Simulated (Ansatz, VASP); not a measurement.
**CeCr2B2C in VASP and in Ansatz**

```
Ce B Cr C
1.0
     3.76288    0.00000    0.00000
     0.00000    3.76288    0.00000
     0.00000    0.00000    4.95624
Ce B Cr C
1 2 2 1
Cartesian
  0.0000 0.0000 0.0000
  1.8814 1.8814 1.1102
  1.8814 1.8814 3.8460
  0.0000 1.8814 2.4781
  1.8814 0.0000 2.4781
  0.0000 0.0000 2.4781
```

Alike in both runs: task single point; functional r2SCAN; k mesh 6 × 6 × 5; no spin polarisation.

```csv
,VASP,Ansatz
version,VASP 6.6.1,Ansatz 0.2.0
potentials or method,"VASP PAW PBE potentials, release 64 (Ce, B, Cr_pv, C), cutoff 520 eV",PAW plane waves
occupations,"fermi-dirac, width 0.1 eV",fermi-dirac
valence electrons in the cell,46,50
```

|  | VASP | Ansatz | Ansatz less VASP |
| --- | --- | --- | --- |
| pressure (GPa) | -0.4 | -0.6 | -0.18 |
| traceless stress, the component that is largest in VASP (GPa) | 1.18 | 1.47 | +0.294 |
| rms of the force components (eV/Å) | 0.075 | 0.078 | +0.0028 |

VASP's potentials were made for PBE, not for r2SCAN. Atom by atom the forces differ by 0.003 eV/Å (rms over components). VASP's potentials hold 46 valence electrons a cell and Ansatz's 50, so a difference there can come from the potentials and not from the codes.

Spin-orbit coupling is off throughout.
